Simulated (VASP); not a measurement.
A run of VASP 6.6.1 is set up as follows.

Contents of INCAR:

```
SYSTEM = FeCo2
PREC = Accurate
ENCUT = 520
EDIFF = 1E-6
ISMEAR = 0
SIGMA = 0.1
LREAL = .False.
LASPH = .True.
NELM = 150
ALGO = Fast
ISIF = 2
LWAVE = .False.
LCHARG = .False.
ISPIN = 2
MAGMOM = 4 4 3 3 3 3
LORBIT = 11
LMAXMIX = 4
GGA = PE
NBANDS = 39
```

Contents of KPOINTS:

```
regular mesh
0
Gamma
  6 6 2
  0 0 0
```

POSCAR

```
FeCo2
1.0
    2.4825423700      0.0000000000      0.0000000000
   -1.2412711900      2.1499447600      0.0000000000
    0.0000000000      0.0000000000     12.0867108400
Fe Co
2 4
Direct
    0.3333333300      0.6666666700      0.8333333300
    0.3333333300      0.6666666700      0.1666666700
    0.3333333300      0.6666666700      0.5000000000
    0.6666666700      0.3333333300      0.0000000000
    0.6666666700      0.3333333300      0.3333333300
    0.6666666700      0.3333333300      0.6666666700
```

Potentials or basis: VASP PAW PBE potentials, release 64 (Fe, Co).

The run is started by

```bash
$ cat potpaw_PBE.64/Fe/POTCAR potpaw_PBE.64/Co/POTCAR > POTCAR
$ mpirun -np 1 vasp_std > vasp.out
```

(1) Predict the net moment.

(2) Predict the largest force.

Answers

(1) 10.81 μB per cell.

(2) 0.467 eV/Å.

Caveat: the k points lie up to 0.49 Å⁻¹ apart.
